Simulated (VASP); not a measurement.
# MoS2 in VASP: a series of runs, part 2 of 3

VASP 6.6.1. The steps go on from the part before.

## 3. Single point, r2SCAN

This run uses another cell than the first one, of 50.73 Å³/atom, 1.020 times its volume.

Input file POSCAR:

```
MoS2
1.0
    3.1841260822      0.0000000000      0.0000000000
   -1.5920630411      2.7575340760      0.0000000000
    0.0000000000      0.0000000000     17.3345999500
Mo S
1 2
Direct
    0.0000000000      0.0000000000      0.0000000000
    0.3333333333      0.6666666667      0.9105070200
    0.3333333333      0.6666666667      0.0894929800
```

Input file INCAR.step1:

```
SYSTEM = MoS2
ALGO = Normal ; EDIFF = 1E-4
ENCUT = 520 ; GGA = PE
ISMEAR = -1 ; LASPH = .True.
LCHARG = .False. ; LREAL = .False.
LWAVE = .True. ; NBANDS = 20
NELM = 80 ; PREC = Accurate
SIGMA = 0.05
```

Input file INCAR.step2:

```
SYSTEM = MoS2
ALGO = Normal ; EDIFF = 1E-6
ENCUT = 520 ; ISIF = 2
ISMEAR = -1 ; ISTART = 1
LASPH = .True. ; LCHARG = .False.
LMIXTAU = .True. ; LREAL = .False.
LWAVE = .False. ; METAGGA = R2SCAN
NBANDS = 20 ; NELM = 80
PREC = Accurate ; SIGMA = 0.05
```

Input file KPOINTS:

```
k-points
0
Gamma
  10 10 2
  0 0 0
```

Potentials or basis: VASP PAW PBE potentials, release 64 (Mo_sv, S).

Command:

```console
$ cat potpaw_PBE.64/Mo_sv/POTCAR potpaw_PBE.64/S/POTCAR > POTCAR
$ cp INCAR.step1 INCAR
$ mpirun -np 1 vasp_std > vasp.out
$ cp INCAR.step2 INCAR
$ mpirun -np 1 vasp_std > vasp.out
```

OUTCAR:

```text
SYSTEM = MoS2
   EDIFF = 1E-6
   ENCUT = 520
   ISIF = 2
   ISMEAR = -1
   ISTART = 1
   LASPH = .True.
   LREAL = .False.
   METAGGA = R2SCAN
   NELM = 80
   PREC = Accurate

 ion  position               nearest neighbor table
   1  0.000  0.000  0.000-   2 2.41   3 2.41   2 2.41   3 2.41   2 2.41   3 2.41
   2  0.333  0.667  0.911-   1 2.41   1 2.41   1 2.41
   3  0.333  0.667  0.089-   1 2.41   1 2.41   1 2.41

  LATTYP: Found a hexagonal cell.
 ALAT       =     3.1841260822
 C/A-ratio  =     5.4440683260

  Lattice vectors:

 A1 = (   3.1841260822,   0.0000000000,   0.0000000000)
 A2 = (  -1.5920630411,   2.7575340760,   0.0000000000)
 A3 = (   0.0000000000,   0.0000000000,  17.3345999500)

Analysis of symmetry for initial positions (statically):
=====================================================================
 Subroutine PRICEL returns:
 Original cell was already a primitive cell.

 Routine SETGRP: Setting up the symmetry group for a
 hexagonal supercell.

 Subroutine GETGRP returns: Found 12 space group operations
 (whereof 12 operations were pure point group operations)
 out of a pool of 24 trial point group operations.

The static configuration has the point symmetry D_3h.

Analysis of symmetry for dynamics (positions and initial velocities):
=====================================================================
 Subroutine PRICEL returns:
 Original cell was already a primitive cell.

 Routine SETGRP: Setting up the symmetry group for a
 hexagonal supercell.

 Subroutine GETGRP returns: Found 12 space group operations
 (whereof 12 operations were pure point group operations)
 out of a pool of 24 trial point group operations.

The dynamic configuration has the point symmetry D_3h.

 Subroutine INISYM returns: Found 12 space group operations
 (whereof 12 operations are pure point group operations),
 and found     1 'primitive' translations

----------------------------------------------------------------------------------------

                                     Primitive cell

  volume of cell :     152.2036

  direct lattice vectors                    reciprocal lattice vectors
     3.184126082  0.000000000  0.000000000     0.314057915  0.181321422  0.000000000
    -1.592063041  2.757534076  0.000000000     0.000000000  0.362642844  0.000000000
     0.000000000  0.000000000 17.334599950     0.000000000  0.000000000  0.057688092

  length of vectors
     3.184126082  3.184126082 17.334599950     0.362642844  0.362642844  0.057688092

  position of ions in fractional coordinates (direct lattice)
     0.000000000  0.000000000  0.000000000
     0.333333333  0.666666667  0.910507020
     0.333333333  0.666666667  0.089492980

  ion indices of the primitive-cell ions
   primitive index   ion index
                 1           1
                 2           2
                 3           3

----------------------------------------------------------------------------------------

 KPOINTS: k-points

Automatic generation of k-mesh.
 Grid dimensions read from file:
 generate k-points for:   10   10    2

 Generating k-lattice:

  Cartesian coordinates                     Fractional coordinates (reciprocal lattice)
     0.031405792  0.018132142  0.000000000     0.100000000  0.000000000  0.000000000
     0.000000000  0.036264284  0.000000000     0.000000000  0.100000000  0.000000000
     0.000000000  0.000000000  0.028844046     0.000000000  0.000000000  0.500000000

  Length of vectors
     0.036264284  0.036264284  0.028844046

  Shift w.r.t. Gamma in fractional coordinates (k-lattice)
     0.000000000  0.000000000  0.000000000

 Subroutine IBZKPT returns following result:
 ===========================================

 Found     28 irreducible k-points:

 Following reciprocal coordinates:
            Coordinates               Weight
  0.000000  0.000000  0.000000      1.000000
  0.100000  0.000000  0.000000      6.000000
  0.200000  0.000000  0.000000      6.000000
  0.300000  0.000000  0.000000      6.000000
  0.400000  0.000000  0.000000      6.000000
  0.500000  0.000000  0.000000      3.000000
[... 16 lines left out ...]
  0.300000  0.100000  0.500000     12.000000
  0.400000  0.100000  0.500000     12.000000
 [... further k-points ...]
   k-points           NKPTS =     28   k-points in BZ     NKDIM =     28   number of bands    NBANDS=     20
   number of dos      NEDOS =    301   number of ions     NIONS =      3
   total plane-waves  NPLWV =  80640
   dimension x,y,z NGX =    24 NGY =   24 NGZ =  140
   dimension x,y,z NGXF=    48 NGYF=   48 NGZF=  280
   ions per type =               1   2
   NGX,Y,Z   is equivalent  to a cutoff of  12.53, 12.53, 13.43 a.u.
   NGXF,Y,Z  is equivalent  to a cutoff of  25.06, 25.06, 26.85 a.u.
 SYSTEM =  MoS2
   PREC   = accura    normal or accurate (medium, high low for compatibility)
   ISTART =      1    job   : 0-new  1-cont  2-samecut
   ICHARG =      0    charge: 1-file 2-atom 10-const
   ISPIN  =      1    spin polarized calculation?
   LNONCOLLINEAR =      F non collinear calculations
   LSORBIT =      F    spin-orbit coupling
   LASPH  =      T    aspherical Exc in radial PAW
   ENCUT  =  520.0 eV  38.22 Ry    6.18 a.u.   5.92  5.92 32.23*2*pi/ulx,y,z
   NELM   =     80;   NELMIN=  2; NELMDL=  0     # of ELM steps
   EDIFF  = 0.1E-05   stopping-criterion for ELM
   LREAL  =      F    real-space projection
   EDIFFG = 0.1E-04   stopping-criterion for IOM
   NSW    =      0    number of steps for IOM
   IBRION =     -1    ionic relax: 0-MD 1-quasi-New 2-CG
   NFREE  =      0    steps in history (QN), initial steepest desc. (CG)
   ISIF   =      2    stress and relaxation
   ISYM   =      2    0-nonsym 1-usesym 2-fastsym
   POTIM  = 0.5000    time-step for ionic-motion
   TEBEG  =    0.0;   TEEND  =   0.0 temperature during run
   PSTRESS=    0.0 pullay stress
   NELECT =      26.0000    total number of electrons
   NUPDOWN=      -1.0000    fix difference up-down
   EMIN   =  10.00;   EMAX   =-10.00  energy-range for DOS
   EFERMI =   0.00;   METHOD = LEGACY
   ISMEAR =    -1;   SIGMA  =   0.05  broadening in eV -4-tet -1-fermi 0-gaus
   EFERMI_NEDOS =   21; number of points for ismear=-14 and -15
   IALGO  =     38    algorithm
   IMIX   =      4    mixing-type and parameters
     AMIX     =   0.40;   BMIX     =  1.00
     AMIX_MAG =   1.60;   BMIX_MAG =  1.00
  volume/ion in A,a.u.               =      50.73       342.37
  Fermi-wavevector in a.u.,A,eV,Ry     =   0.908359  1.716550 11.226391  0.825116
  Thomas-Fermi vector in A             =   2.032276
   LORBIT       =      0    0 simple, 1 ext, 2 COOP (PROOUT), +10 PAW based schemes
   METAGGA = R2SCAN    functional components
   LHFCALC =     F    Hartree Fock is set to
   AEXX    =    0.0000 exact exchange contribution
   IVDW    =     0    specifies the selected vdW correction
   LEPSILON=     F    determine dielectric tensor
   LRPA    =     F    only Hartree local field effects (RPA)
 non-spin polarized calculation
  energy-cutoff  :      520.00
  volume of cell :      152.20
 maximum number of plane-waves:      4124
 NGX is ok and might be reduce to    24
   NGX = 11   NGY = 11   NGZ = 65

 number of electron      25.9999999 magnetization

 Free energy of the ion-electron system (eV)
  ---------------------------------------------------
  ext. energy  EPLUGINS =         0.00000000
  ---------------------------------------------------
  free energy    TOTEN  =       -45.00126385 eV

  energy without entropy =      -45.00126385  energy(sigma->0) =      -45.00126385

 E-fermi :  -0.6730     XC(G=0):  -4.4301

 val. band max:       -1.5632592860   @ k =   0.0000   0.0000   0.0000
 cond. band min:       0.2658395805   @ k =   0.3000   0.3000   0.0000
 fundamental gap:      1.8290988665
 Fermi energy:        -0.6729919073

 k-point     1 :       0.0000    0.0000    0.0000
  band No.  band energies     occupation
      1     -64.4312      2.00000
      2     -37.8433      2.00000
      3     -37.6356      2.00000
      4     -37.6356      2.00000
      5     -16.4078      2.00000
      6     -15.0015      2.00000
[... 12 lines left out ...]
     19       4.7763      0.00000
     20       5.1098      0.00000

 k-point     2 :       0.1000    0.0000    0.0000
  band No.  band energies     occupation
      1     -64.4273      2.00000
      2     -37.8354      2.00000
      3     -37.6747      2.00000
      4     -37.6445      2.00000
      5     -16.2550      2.00000
      6     -14.9422      2.00000
[... 498 lines left out ...]
 k-point    24 :       0.4000    0.1000    0.5000
  band No.  band energies     occupation
      1     -64.3898      2.00000
      2     -38.0133      2.00000
      3     -37.7605      2.00000
      4     -37.7488      2.00000
      5     -14.4838      2.00000
      6     -14.2683      2.00000
[... 12 lines left out ...]
     19       7.4101      0.00000
     20       7.6016      0.00000

 [... further k-points ...]
[... 5 lines left out ...]
  --------------------------------------------------------------------------------------
  -------------------------------------------------------------------------------------
  Total        0.0256851      0.0256851      0.0501203      0.0000000     -0.0000000      0.0000000
  in kB        0.2703750      0.2703750      0.5275938      0.0000000     -0.0000000      0.0000000
  external PRESSURE =       0.3561146 kB  Pullay stress =       0.0000000 kB

 VOLUME and BASIS-vectors are now :
 -----------------------------------------------------------------------------
  energy-cutoff  :      520.00
  volume of cell :      152.20
      direct lattice vectors                 reciprocal lattice vectors
     3.184126082  0.000000000  0.000000000     0.314057915  0.181321422  0.000000000
    -1.592063041  2.757534076  0.000000000     0.000000000  0.362642844  0.000000000
     0.000000000  0.000000000 17.334599950     0.000000000  0.000000000  0.057688092

 POSITION                                       TOTAL-FORCE (eV/Angst)
 -----------------------------------------------------------------------------------
      0.00000      0.00000      0.00000         0.000000     -0.000000      0.000000
     -0.00000      1.83836     15.78327        -0.000000      0.000000     -0.021329
     -0.00000      1.83836      1.55133         0.000000      0.000000      0.021329
 -----------------------------------------------------------------------------------
    total drift:                                0.000000     -0.000000     -0.000000

  FREE ENERGIE OF THE ION-ELECTRON SYSTEM (eV)
  ---------------------------------------------------
  free  energy   TOTEN  =       -45.0012638492 eV

  energy  without entropy=      -45.0012638476  energy(sigma->0) =      -45.00126385
```

Run time: 4.5 min. Hardware: 1 thread of Intel Xeon Platinum 8259CL at 2.50GHz (Skylake/Cascade Lake), shared host; peak memory 0.33 GiB.

Results:

| Property | Result |
| --- | --- |
| Free energy | -45.0013 eV |
| Largest force | 0.021 eV/Å |
| Band gap on the k mesh | 1.83 eV, indirect (least direct gap 2.04 eV) |

Forces in eV/Å, atoms in the order of the input:
```
Mo   0.000  0.000  0.000
S    0.000  0.000 -0.021
S    0.000  0.000  0.021
```

Levels at points of the mesh, in eV from the valence-band top:
```csv
k point,band 10,band 11,band 12,band 13,band 14,band 15,band 16,band 17
"(0.00, 0.00, 0.00)",-1.91,-1.72,-1.72,0.00,2.88,2.88,3.14,3.14
"(0.50, 0.00, 0.00)",-3.44,-2.04,-1.18,-0.70,2.32,2.85,4.16,4.53
"(0.00, 0.00, 0.50)",-1.91,-1.72,-1.72,0.00,2.88,2.88,3.14,3.14
"(0.50, 0.00, 0.50)",-3.44,-2.04,-1.18,-0.70,2.32,2.85,4.16,4.53
```

Caveat: the PAW data sets were made with another functional, which shifts forces and pressure a little.

## 4. Single point, r2SCAN

This run uses another cell than the first one, of 51.75 Å³/atom, 1.041 times its volume.

Input file POSCAR:

```
MoS2
1.0
    3.2052136244      0.0000000000      0.0000000000
   -1.6026068122      2.7757964233      0.0000000000
    0.0000000000      0.0000000000     17.4494019708
Mo S
1 2
Direct
    0.0000000000      0.0000000000      0.0000000000
    0.3333333333      0.6666666667      0.9105070200
    0.3333333333      0.6666666667      0.0894929800
```

Input file INCAR.step1:

```
SYSTEM = MoS2
ALGO     = Normal         ! electronic algorithm
EDIFF    = 1E-4           ! SCF threshold, eV
ENCUT    = 520            ! plane-wave cutoff, eV
GGA      = PE             ! functional
ISMEAR   = -1             ! smearing method
LASPH    = .True.         ! aspherical terms in the spheres
LCHARG   = .False.        ! write CHGCAR
LREAL    = .False.        ! projectors in reciprocal space
LWAVE    = .True.         ! write WAVECAR
NBANDS   = 20             ! bands
NELM     = 60             ! most SCF steps
PREC     = Accurate       ! precision mode
SIGMA    = 0.05           ! smearing width, eV
```

Input file INCAR.step2:

```
SYSTEM = MoS2
ALGO     = Normal         ! electronic algorithm
EDIFF    = 1E-7           ! SCF threshold, eV
ENCUT    = 520            ! plane-wave cutoff, eV
ISIF     = 2              ! what is computed and relaxed
ISMEAR   = -1             ! smearing method
ISTART   = 1            
LASPH    = .True.         ! aspherical terms in the spheres
LCHARG   = .False.        ! write CHGCAR
LMIXTAU  = .True.       
LREAL    = .False.        ! projectors in reciprocal space
LWAVE    = .False.        ! write WAVECAR
METAGGA  = R2SCAN         ! meta-GGA
NBANDS   = 20             ! bands
NELM     = 60             ! most SCF steps
PREC     = Accurate       ! precision mode
SIGMA    = 0.05           ! smearing width, eV
```

KPOINTS is that of step 3.

Command:

```console
$ cat potpaw_PBE.64/Mo_sv/POTCAR potpaw_PBE.64/S/POTCAR > POTCAR
$ cp INCAR.step1 INCAR
$ mpirun -np 1 vasp_std > vasp.out
$ cp INCAR.step2 INCAR
$ mpirun -np 1 vasp_std > vasp.out
```

It took 5.1 min on 1 thread of Intel Xeon Platinum 8259CL at 2.50GHz (Skylake/Cascade Lake), shared host; peak memory 0.34 GiB.

The run converged. Its results:

| Property | Result |
| --- | --- |
| Free energy | -44.9925 eV |
| Largest force | 0.305 eV/Å |
| Band gap on the k mesh | 1.77 eV, indirect (least direct gap 1.98 eV) |

Forces on the atoms (eV/Å):
```
Mo   0.000  0.000  0.000
S    0.000  0.000  0.305
S    0.000  0.000 -0.305
```

Levels at points of the mesh, in eV from the valence-band top:
| k point | band 10 | band 11 | band 12 | band 13 | band 14 | band 15 | band 16 | band 17 |
| --- | --- | --- | --- | --- | --- | --- | --- | --- |
| (0.00, 0.00, 0.00) | -1.89 | -1.70 | -1.70 | 0.00 | 2.81 | 2.81 | 3.04 | 3.04 |
| (0.50, 0.00, 0.00) | -3.38 | -2.03 | -1.19 | -0.70 | 2.24 | 2.76 | 4.07 | 4.41 |
| (0.00, 0.00, 0.50) | -1.89 | -1.70 | -1.70 | 0.00 | 2.81 | 2.81 | 3.04 | 3.04 |
| (0.50, 0.00, 0.50) | -3.38 | -2.03 | -1.19 | -0.70 | 2.24 | 2.76 | 4.07 | 4.41 |

Caveat: the PAW data sets were made with another functional, which shifts forces and pressure a little.

(Continued in part 3 of 3.)
